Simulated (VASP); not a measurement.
Input of a VASP 6.6.1 run:

INCAR

```
  PREC = Accurate
  ENCUT = 520
  EDIFF = 1E-7
  ISMEAR = -1
  SIGMA = 0.05
  LREAL = False
  LASPH = True
  NELM = 60
  ALGO = Normal
  ISIF = 2
  LWAVE = False
  LCHARG = False
  GGA = PE
  NBANDS = 53
```

File KPOINTS:

```
regular mesh
0
Gamma
  7 7 5
```

Contents of POSCAR:

```
Hf2Pd2Se2Br2O3
1.0
    5.7589900000      0.0000000000      0.0000000000
   -2.8794900000      4.9874300000      0.0000000000
    0.0000000000      0.0000000000      8.5254700000
Hf Pd Se Br O
2 2 2 2 3
Direct
    0.3333300000      0.6666700000      0.5420100000
    0.6666700000      0.3333300000      0.5420100000
    0.3333300000      0.6666700000      0.1288000000
    0.6666700000      0.3333300000      0.1288000000
    0.3333300000      0.6666700000      0.8557200000
    0.6666700000      0.3333300000      0.8557200000
    0.0000000000      0.0000000000      0.1389500000
    0.0000000000      0.0000000000      0.6538400000
    0.5000000000      0.0000000000      0.4296300000
    0.0000000000      0.5000000000      0.4296300000
    0.5000000000      0.5000000000      0.4296300000
```

Potentials or basis: VASP PAW PBE potentials, release 64 (Hf_pv, Pd, Se, Br, O).

Launch:

```console
$ cat potpaw_PBE.64/Hf_pv/POTCAR potpaw_PBE.64/Pd/POTCAR potpaw_PBE.64/Se/POTCAR potpaw_PBE.64/Br/POTCAR potpaw_PBE.64/O/POTCAR > POTCAR
$ mpirun -np 1 vasp_std > vasp.out
```

Estimate the largest force.

0.232 eV/Å.

What does it give for the pressure?

-0.5 GPa.

What does it give for the band gap on the k mesh?

Zero (bands 42 and 43 overlap by 0.09 eV).

Stress tensor (GPa, compression positive):
```
-0.44  0.00  0.00
 0.00 -0.44  0.00
 0.00  0.00 -0.58
```

Caveat: spin-orbit coupling is left out, which moves the levels of the heavy elements.
